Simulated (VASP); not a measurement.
# K (Im-3m) in VASP: further runs, part 2 of 2

VASP 6.6.1.

## Step 5: Single point, PBE

INCAR

```
PREC = Accurate
ENCUT = 520
EDIFF = 1E-7
ISMEAR = 1
SIGMA = 0.1
LREAL = False
LASPH = True
NELM = 100
ALGO = Normal
ISIF = 2
LWAVE = False
LCHARG = False
GGA = PE
NBANDS = 10
```

KPOINTS

```
regular mesh
0
Gamma
  9 9 9
```

POSCAR

```
K
1.0
   -2.6417142217      2.6417142217      2.6417142217
    2.6417142217     -2.6417142217      2.6417142217
    2.6417142217      2.6417142217     -2.6417142217
K
1
Direct
    0.0000000000      0.0000000000      0.0000000000
```

Potentials or basis: VASP PAW PBE potentials, release 64 (K_sv).

The run is started by

```
cat potpaw_PBE.64/K_sv/POTCAR > POTCAR
mpirun -np 1 vasp_std > vasp.out
```

OUTCAR:

```text
PREC = Accurate
   ENCUT = 520
   EDIFF = 1E-7
   ISMEAR = 1
   LREAL = False
   LASPH = True
   NELM = 100
   ISIF = 2
   GGA = PE

 ion  position               nearest neighbor table
   1  0.000  0.000  0.000-

  LATTYP: Found a body centered cubic cell.
 ALAT       =     5.2834284434

  Lattice vectors:

 A1 = (  -2.6417142217,   2.6417142217,   2.6417142217)
 A2 = (   2.6417142217,  -2.6417142217,   2.6417142217)
 A3 = (   2.6417142217,   2.6417142217,  -2.6417142217)

Analysis of symmetry for initial positions (statically):
=====================================================================
 Subroutine PRICEL returns:
 Original cell was already a primitive cell.

 Routine SETGRP: Setting up the symmetry group for a
 body centered cubic supercell.

 Subroutine GETGRP returns: Found 48 space group operations
 (whereof 48 operations were pure point group operations)
 out of a pool of 48 trial point group operations.

The static configuration has the point symmetry O_h .

Analysis of symmetry for dynamics (positions and initial velocities):
[... 164 lines left out ...]

 k-point     1 :       0.0000    0.0000    0.0000
  band No.  band energies     occupation
      1     -32.2597      2.00000
      2     -15.7095      2.00000
      3     -15.7095      2.00000
      4     -15.7095      2.00000
      5      -2.2783      2.00000
      6       4.1661      0.00000
      7       4.1661      0.00000
      8       4.1661      0.00000
      9       5.0731      0.00000
     10       5.0731      0.00000
[... 287 lines left out ...]
 k-point    24 :      -0.4444   -0.4444    0.1111
  band No.  band energies     occupation
      1     -32.2549      2.00000
      2     -15.7697      2.00000
      3     -15.7419      2.00000
      4     -15.7201      2.00000
      5       0.7342     -0.00000
      6       0.7582     -0.00000
      7       2.6110      0.00000
      8       4.0535      0.00000
      9       5.1541      0.00000
     10       5.6637      0.00000

 [... further k-points ...]

------------------------ aborting loop because EDIFF is reached ----------------------------------------

  FORCE on cell =-STRESS in cart. coord.  units (eV):
  Direction    XX          YY          ZZ          XY          YZ          ZX
  --------------------------------------------------------------------------------------
  -------------------------------------------------------------------------------------
  Total       -0.0078520     -0.0078520     -0.0078520     -0.0000000     -0.0000000      0.0000000
  in kB       -0.1705984     -0.1705984     -0.1705984     -0.0000000     -0.0000000      0.0000000
  external PRESSURE =      -0.1705984 kB  Pullay stress =       0.0000000 kB

 VOLUME and BASIS-vectors are now :
 -----------------------------------------------------------------------------
  energy-cutoff  :      520.00
  volume of cell :       73.74
      direct lattice vectors                 reciprocal lattice vectors
    -2.641714222  2.641714222  2.641714222     0.000000000  0.189271041  0.189271041
     2.641714222 -2.641714222  2.641714222     0.189271041  0.000000000  0.189271041
     2.641714222  2.641714222 -2.641714222     0.189271041  0.189271041  0.000000000

 POSITION                                       TOTAL-FORCE (eV/Angst)
 -----------------------------------------------------------------------------------
      0.00000      0.00000      0.00000         0.000000      0.000000     -0.000000
 -----------------------------------------------------------------------------------
    total drift:                               -0.000000     -0.000000      0.000000

  FREE ENERGIE OF THE ION-ELECTRON SYSTEM (eV)
  ---------------------------------------------------
  free  energy   TOTEN  =        -1.0503849388 eV

  energy  without entropy=       -1.0499702223  energy(sigma->0) =       -1.05024670
```

OSZICAR:

```text
N       E                     dE             d eps       ncg     rms          rms(c)
DAV:   1     0.466202497717E+02    0.46620E+02   -0.35158E+03   700   0.678E+02
DAV:   2     0.627015483002E+00   -0.45993E+02   -0.45327E+02   752   0.191E+02
DAV:   3    -0.985869931755E+00   -0.16129E+01   -0.16084E+01  1092   0.292E+01
DAV:   4    -0.104906879313E+01   -0.63199E-01   -0.63180E-01  1024   0.441E+00
DAV:   5    -0.104971488350E+01   -0.64609E-03   -0.64605E-03  1044   0.388E-01    0.197E+00
DAV:   6    -0.104988678827E+01   -0.17190E-03   -0.14686E-03  1086   0.239E-01    0.122E+00
DAV:   7    -0.105031202894E+01   -0.42524E-03   -0.27452E-03  1058   0.332E-01    0.528E-02
DAV:   8    -0.105036909693E+01   -0.57068E-04   -0.10826E-04   878   0.123E-01    0.184E-02
DAV:   9    -0.105038613256E+01   -0.17036E-04   -0.15173E-05   896   0.316E-02    0.719E-03
DAV:  10    -0.105038500571E+01    0.11269E-05   -0.27922E-06  1060   0.135E-02    0.111E-03
DAV:  11    -0.105038493876E+01    0.66949E-07   -0.33051E-08   674   0.163E-03
   1 F= -.10503849E+01 E0= -.10502467E+01  d E =-.414716E-03
```

stdout:

```text
POSCAR found type information on POSCAR K
 POSCAR found :  1 types and       1 ions
 scaLAPACK will be used
 LDA part: xc-table for (Slater+PW92), standard interpolation
 POSCAR, INCAR and KPOINTS ok, starting setup
 FFT: planning ... GRIDC
 FFT: planning ... GRID_SOFT
 FFT: planning ... GRID
 WAVECAR not read
 entering main loop
```

Wall time 30 s (1 thread of AMD EPYC 7R13, shared host); peak memory 0.17 GiB.

Results:

| Property | Result |
| --- | --- |
| Free energy | -1.0504 eV |
| Pressure | 0.0 GPa |
| Band gap on the k mesh | zero (an odd number of electrons rules out a gap without spin polarisation) |

## Step 6: Overview

```csv
smearing,gap on the mesh (eV),pressure (GPa)
gaussian 1 eV,none,0.2
methfessel-paxton 0.01 eV,none,0.0
methfessel-paxton 0.03 eV,none,0.0
methfessel-paxton 0.1 eV,none,0.0
```

Alike in all rows: task single point; level PBE; potentials or basis VASP PAW PBE potentials, release 64 (K_sv); no spin polarisation; cell as given; k mesh 9 × 9 × 9; cutoff (eV) 520.

Caveats: so wide a smearing shifts energies and pressures (at least some runs).

Absolute energies hang on the potentials; compare differences alone.
